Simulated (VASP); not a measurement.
# Si3C2 (P-62m) in VASP: notebook, part 2 of 2

VASP 6.6.1. The steps go on from the part before.

**3. Relaxation of cell and atoms, PBE**

This run uses another cell than the first one, of 16.87 Å³/atom.

The input, INCAR:

```
PREC = Accurate
ENCUT = 600
EDIFF = 1E-7
ISMEAR = 0
SIGMA = 0.1
LREAL = False
LASPH = True
NELM = 80
ALGO = Normal
ISIF = 3
LWAVE = False
LCHARG = False
GGA = PE
IBRION = 2
NSW = 90
EDIFFG = -0.04
```

The input, KPOINTS:

```
regular mesh
0
Gamma
  6 6 4
```

The input, POSCAR:

```
Si3C2
1.0
    4.1451721100      0.0000000000      0.0000000000
   -2.0725860500      3.5898243500      0.0000000000
    0.0000000000      0.0000000000      5.6701418200
Si C
3 2
Direct
    0.2273924100      0.0000000000      0.0000000000
    0.0000000000      0.2273924100      0.0000000000
    0.7726075900      0.7726075900      0.0000000000
    0.3333333300      0.6666666700      0.5000000000
    0.6666666700      0.3333333300      0.5000000000
```

Potentials or basis: VASP PAW PBE potentials, release 64 (Si, C).

On the command line:

```sh
$ cat potpaw_PBE.64/Si/POTCAR potpaw_PBE.64/C/POTCAR > POTCAR
$ mpirun -np 1 vasp_std > vasp.out
```

OUTCAR:

```text
PREC = Accurate
   ENCUT = 600
   EDIFF = 1E-7
   ISMEAR = 0
   LREAL = False
   LASPH = True
   NELM = 80
   ISIF = 3
   GGA = PE
   IBRION = 2
   NSW = 90
   EDIFFG = -0.04

 ion  position               nearest neighbor table
   1  0.227  0.000  0.000-   2 1.63   3 1.63   2 2.85   3 2.85   3 2.85   2 2.85
   2  0.000  0.227  0.000-   1 1.63   3 1.63   3 2.85   1 2.85   1 2.85   3 2.85
   3  0.773  0.773  0.000-   2 1.63   1 1.63   2 2.85   1 2.85   1 2.85   2 2.85
   4  0.333  0.667  0.500-
   5  0.667  0.333  0.500-

  LATTYP: Found a hexagonal cell.
 ALAT       =     4.1451721100
 C/A-ratio  =     1.3678905651

  Lattice vectors:

 A1 = (   4.1451721100,   0.0000000000,   0.0000000000)
 A2 = (  -2.0725860500,   3.5898243500,   0.0000000000)
 A3 = (   0.0000000000,   0.0000000000,   5.6701418200)

Analysis of symmetry for initial positions (statically):
=====================================================================
 Subroutine PRICEL returns:
 Original cell was already a primitive cell.

 Routine SETGRP: Setting up the symmetry group for a
 hexagonal supercell.

 Subroutine GETGRP returns: Found 12 space group operations
 (whereof 12 operations were pure point group operations)
 out of a pool of 24 trial point group operations.

[... 167 lines left out ...]

------------------------ aborting loop because EDIFF is reached ----------------------------------------

  FORCE on cell =-STRESS in cart. coord.  units (eV):
  Direction    XX          YY          ZZ          XY          YZ          ZX
  --------------------------------------------------------------------------------------
  -------------------------------------------------------------------------------------
  Total       49.0337012     49.0337012     -5.7190564      0.0000001      0.0000000     -0.0000000
  in kB      931.0983799    931.0983797   -108.5988625      0.0000013      0.0000000     -0.0000000
  external PRESSURE =     584.5326324 kB  Pullay stress =       0.0000000 kB
[... 1545 lines left out ...]
      1      -2.3024      2.00000
      2      -2.3024      2.00000
      3      -1.6189      2.00000
      4      -1.6189      2.00000
      5      -0.9696      2.00000
      6       3.3332      2.00000
      7       9.0402      2.00000
      8       9.0402      2.00000
      9       9.7954      0.00001
     10       9.7954      0.00001
     11      11.5132      0.00000
     12      11.5132      0.00000
     13      11.7800      0.00000
     14      13.1162      0.00000

[... ionic steps 4 to 41 ...]

--------------------------------------- Ionic step       42  -------------------------------------------

 number of electron      20.0000001 magnetization

------------------------ aborting loop because EDIFF is reached ----------------------------------------
[... 73 lines left out ...]
--------------------------------------- Ionic step       44  -------------------------------------------

 number of electron      20.0000001 magnetization

 Free energy of the ion-electron system (eV)
  ---------------------------------------------------
  ext. energy  EPLUGINS =         0.00000000
  ---------------------------------------------------
  free energy    TOTEN  =       -29.56461905 eV

  energy without entropy =      -29.55700430  energy(sigma->0) =      -29.56081167

 E-fermi :  10.3666     XC(G=0): -11.5891

 val. band max:       10.3184249128   @ k =   0.3333   0.1667   0.2500
 cond. band min:      10.5988002256   @ k =   0.1667   0.0000   0.5000
 fundamental gap:      0.2803753128
 Fermi energy:        10.3665903678
[... 387 lines left out ...]
  FREE ENERGIE OF THE ION-ELECTRON SYSTEM (eV)
  ---------------------------------------------------
  free  energy   TOTEN  =       -29.5646190499 eV

  energy  without entropy=      -29.5570042984  energy(sigma->0) =      -29.56081167

 reached required accuracy - stopping structural energy minimisation
```

CONTCAR:

```text
Si3C2
   1.00000000000000
     4.7487263106340656    0.0000000007621225    0.0000000000000000
    -2.3743631489289951    4.1125176197982878    0.0000000000000000
    -0.0000000000000000    0.0000000000000000    2.7612717376818812
  Si              C
     3     2
Direct
     0.3580557972908460    0.0000000001294347    0.0000000000000000
     0.0000000000575715    0.3580557971471196    0.0000000000000000
     0.6419442026515825    0.6419442027234457    0.0000000000000000
     0.3333333300000021    0.6666666699999979    0.5000000000000000
     0.6666666699999979    0.3333333300000021    0.5000000000000000

  0.00000000E+00  0.00000000E+00  0.00000000E+00
  0.00000000E+00  0.00000000E+00  0.00000000E+00
  0.00000000E+00  0.00000000E+00  0.00000000E+00
  0.00000000E+00  0.00000000E+00  0.00000000E+00
  0.00000000E+00  0.00000000E+00  0.00000000E+00
```

Wall time 11 min (1 thread of Intel Xeon Platinum 8488C (Sapphire Rapids), shared host); peak memory 0.26 GiB.

What came out:

```yaml
Free_energy: -29.5646 eV
Relaxed_volume: 10.79 Å³/atom
Relaxed_cell: a = 4.749 Å, b = 4.749 Å, c = 2.761 Å, α = 90.00°, β = 90.00°, γ = 120.00°
Space_group_after_relaxing_to_0.1_Å: P-62m (No. 189)
Energy_gained_by_relaxing: 4957.3 meV/atom
Ionic_steps: 44
Pressure_after_relaxing: 0.3 GPa
Largest_force_after_relaxing: 0.018 eV/Å
Band_gap_on_the_k_mesh: zero (bands 10 and 11 overlap by 4.77 eV)
```

Forces on the atoms (eV/Å):
```
Si   0.018  0.000  0.000
Si  -0.009  0.015  0.000
Si  -0.009 -0.015  0.000
C    0.000  0.000  0.000
C    0.000  0.000  0.000
```

Step by step:
```tsv
step	energy change (eV)	largest force (eV/Å)	pressure (GPa)	volume (Å³)
1	0.0000	42.0381	58.45	84.37
3	-9.5603	0.0585	-12.83	169.29
5	-14.9221	0.2585	-12.58	122.09
7	-15.8835	0.3647	-6.21	97.69
9	-16.4738	0.7101	-6.97	87.62
11	-16.5925	0.2176	-7.31	85.18
13	-16.6089	0.0126	-7.45	84.58
15	-16.6115	0.0510	-7.43	84.42
17	-16.6120	0.0677	-7.42	84.39
19	-16.6121	0.0718	-7.42	84.38
21	-18.2656	1.4153	16.33	57.41
23	-18.8952	1.1684	20.88	53.75
25	-19.7630	3.0019	131.77	36.24
27	-21.0349	2.1047	69.36	40.92
29	-21.9452	1.7517	85.72	39.34
31	-22.5396	1.4692	69.02	40.65
33	-24.6080	0.7234	5.98	50.32
35	-24.6258	0.8842	1.48	51.62
37	-24.6822	0.6946	0.66	52.12
39	-24.7344	0.1061	-2.04	54.43
41	-24.7781	0.0448	-0.14	53.70
43	-24.7857	0.0000	0.84	53.72
44	-24.7864	0.0176	0.32	53.93
```

Final structure:
```
CELL_PARAMETERS angstrom
4.74873 0.00000 0.00000
-2.37436 4.11252 0.00000
0.00000 0.00000 2.76127
ATOMIC_POSITIONS crystal
Si 0.35806 0.00000 0.00000
Si 0.00000 0.35806 0.00000
Si 0.64194 0.64194 0.00000
C 0.33333 0.66667 0.50000
C 0.66667 0.33333 0.50000
```

Levels at points of the mesh, in eV from the Fermi level:
| k point | band 7 | band 8 | band 9 | band 10 | band 11 | band 12 | band 13 | band 14 |
| --- | --- | --- | --- | --- | --- | --- | --- | --- |
| (0.00, 0.00, 0.00) | -5.48 | -3.04 | -0.78 | 2.33 | 2.47 | 2.47 | 6.97 | 7.32 |
| (0.50, 0.00, 0.00) | -3.11 | -2.39 | -1.68 | -0.45 | 0.77 | 3.04 | 3.70 | 5.24 |
| (0.00, 0.00, 0.50) | -2.94 | -2.94 | -2.70 | -2.70 | -2.44 | -1.95 | -1.95 | 0.99 |
| (0.50, 0.00, 0.50) | -5.48 | -4.51 | -2.25 | -1.05 | 0.90 | 2.10 | 2.52 | 2.87 |

Caveat: the volume moved by over 15 % at a fixed basis, so the end points are rough.

**4. Single point, PBE**

This run uses another cell than the first one, of 10.90 Å³/atom.

The input, INCAR:

```
ALGO = Normal
EDIFF = 1E-7
ENCUT = 520
GGA = PE
ISIF = 2
ISMEAR = 0
LASPH = True
LCHARG = False
LREAL = False
LWAVE = False
NBANDS = 18
NELM = 80
PREC = Accurate
SIGMA = 0.1
```

The input, KPOINTS:

```
k-points
0
Gamma
  12 12 14
```

The input, POSCAR:

```
Si3C2
1.0
    4.7721675224      0.0000000000      0.0000000000
   -2.3860837612      4.1328183055      0.0000000000
    0.0000000000      0.0000000000      2.7632937483
Si C
3 2
Direct
    0.3598096904      0.0000000000      0.0000000000
    0.0000000000      0.3598096904      0.0000000000
    0.6401903096      0.6401903096      0.0000000000
    0.3333333333      0.6666666667      0.5000000000
    0.6666666667      0.3333333333      0.5000000000
```

On the command line:

```sh
$ cat potpaw_PBE.64/Si/POTCAR potpaw_PBE.64/C/POTCAR > POTCAR
$ mpirun -np 1 vasp_std > vasp.out
```

Run time: 65 s. Hardware: 1 thread of Intel Xeon Platinum 8488C (Sapphire Rapids), shared host; peak memory 0.25 GiB.

It converged, with:

```yaml
Free_energy: -29.8692 eV
Pressure: 0.0 GPa
Band_gap_on_the_k_mesh: zero (bands 10 and 11 overlap by 4.93 eV)
```

Forces in eV/Å, atoms in the order of the input:
```
Si  -0.002  0.000  0.000
Si   0.001 -0.002  0.000
Si   0.001  0.002  0.000
C    0.000  0.000  0.000
C    0.000  0.000  0.000
```

Stress tensor (GPa, compression positive):
```
0.01 0.00 0.00
0.00 0.01 0.00
0.00 0.00 0.11
```

Levels at points of the mesh, in eV from the Fermi level:
```
           k point  band 8  band 9  band 10  band 11  band 12  band 13
(0.00, 0.00, 0.00)   -3.01   -0.80     2.37     2.39     2.39     6.91
(0.50, 0.00, 0.00)   -2.37   -1.68    -0.47     0.74     2.99     3.69
(0.00, 0.00, 0.50)   -2.95   -2.69    -2.69    -2.32    -1.94    -1.94
(0.50, 0.00, 0.50)   -4.49   -2.30    -1.09     0.86     2.13     2.51
```

**5. Single point, PBE, collinear spin**

This run uses another cell than the first one, of 11.01 Å³/atom.

The input, INCAR:

```
SYSTEM = Si3C2
  ALGO = Normal
  EDIFF = 1E-6
  ENCUT = 520
  GGA = PE
  ISIF = 2
  ISMEAR = 0
  ISPIN = 2
  LASPH = .True.
  LCHARG = .False.
  LORBIT = 11
  LREAL = .False.
  LWAVE = .False.
  MAGMOM = 0 0 0 1 1
  NBANDS = 22
  NELM = 150
  PREC = Accurate
  SIGMA = 0.1
```

The input, KPOINTS:

```
k-points
0
Gamma
  6 6 6
  0 0 0
```

The input, POSCAR:

```
Si3C2
1.0
    4.7950664989      0.0000000000      0.0000000000
   -2.3975332495      4.1526494009      0.0000000000
    0.0000000000      0.0000000000      2.7657912361
Si C
3 2
Direct
    0.3648458104      0.0000000000      0.0000000000
    0.0000000000      0.3648458104      0.0000000000
    0.6351541896      0.6351541896      0.0000000000
    0.3333333333      0.6666666667      0.5000000000
    0.6666666667      0.3333333333      0.5000000000
```

On the command line:

```sh
$ cat potpaw_PBE.64/Si/POTCAR potpaw_PBE.64/C/POTCAR > POTCAR
$ mpirun -np 1 vasp_std > vasp.out
```

It took 31 s on 1 thread of Intel Xeon Platinum 8488C (Sapphire Rapids), shared host; peak memory 0.21 GiB.

The run converged. Its results:

| Property | Result |
| --- | --- |
| Free energy | -29.9329 eV |
| Pressure | 0.0 GPa |
| Largest force | 0.006 eV/Å |
| Band gap on the k mesh | zero (filled and empty bands overlap) |
| Net moment | 0.00 μB per cell |
| Valence electrons inside the program's atomic spheres | Si 1.53; C 2.42 |

Forces on the atoms (eV/Å):
```
Si   0.006  0.000  0.000
Si  -0.003  0.005  0.000
Si  -0.003 -0.005  0.000
C    0.000  0.000  0.000
C    0.000  0.000  0.000
```

Stress tensor (GPa, compression positive):
```
-0.18  0.00  0.00
 0.00 -0.18  0.00
 0.00  0.00  0.34
```

Levels at points of the mesh, in eV from the Fermi level:
Spin up:
```tsv
k point	band 6	band 7	band 8	band 9	band 10	band 11	band 12	band 13	band 14	band 15
(0.00, 0.00, 0.00)	-6.62	-5.18	-3.06	-0.91	2.30	2.30	2.33	6.75	7.13	7.13
(0.50, 0.00, 0.00)	-3.73	-3.02	-2.44	-1.76	-0.52	0.70	2.90	3.62	5.19	6.73
(0.00, 0.00, 0.50)	-6.47	-3.04	-3.04	-2.72	-2.72	-2.12	-1.97	-1.97	1.22	6.51
(0.50, 0.00, 0.50)	-5.47	-5.38	-4.53	-2.39	-1.18	0.75	2.21	2.51	2.65	3.62
```
Spin down:
```csv
k point,band 8,band 9,band 10,band 11,band 12,band 13
"(0.00, 0.00, 0.00)",-3.06,-0.91,2.30,2.30,2.33,6.75
"(0.50, 0.00, 0.00)",-2.44,-1.76,-0.52,0.70,2.90,3.62
"(0.00, 0.00, 0.50)",-3.04,-2.72,-2.72,-2.12,-1.97,-1.97
"(0.50, 0.00, 0.50)",-4.53,-2.39,-1.18,0.75,2.21,2.51
```

Caveat: the k points lie up to 0.38 Å⁻¹ apart, too coarse for converged energies and pressures of a metal.

**6. The runs side by side**

```tsv
task	spin	cell	k mesh	cutoff (eV)	gap on the mesh (eV)	pressure (GPa)	relaxed volume (Å³/atom)	largest force (eV/Å)
relaxation of cell and atoms	off	relaxed from a = 4.756, b = 4.756, c = 2.764 Å, angles 90.0, 90.0, 120.0°, 5 atoms, atomic positions A	6 × 6 × 6	600	none	0.0	11.00	-
relaxation of cell and atoms	off	relaxed from a = 4.145, b = 4.145, c = 5.670 Å, angles 90.0, 90.0, 120.0°, 5 atoms, atomic positions B	6 × 6 × 4	600	none	0.3	10.79	0.02
single point	off	a = 4.772, b = 4.772, c = 2.763 Å, angles 90.0, 90.0, 120.0°, 5 atoms, atomic positions C	12 × 12 × 14	520	none	0.0	-	-
single point	collinear	a = 4.795, b = 4.795, c = 2.766 Å, angles 90.0, 90.0, 120.0°, 5 atoms, atomic positions D	6 × 6 × 6	520	none	0.0	-	0.01
```

Alike in all rows: level PBE; potentials or basis VASP PAW PBE potentials, release 64 (Si, C); smearing gaussian 0.1 eV.

Caveats: some runs use coarse meshes; the volume moved by over 15 % at a fixed basis, so the end points are rough (at least some runs).

Total energies depend on the potentials used, so only differences within one code and one set of settings carry meaning.

The gap in the log of VASP goes by the Fermi energy; the results here count the filled bands.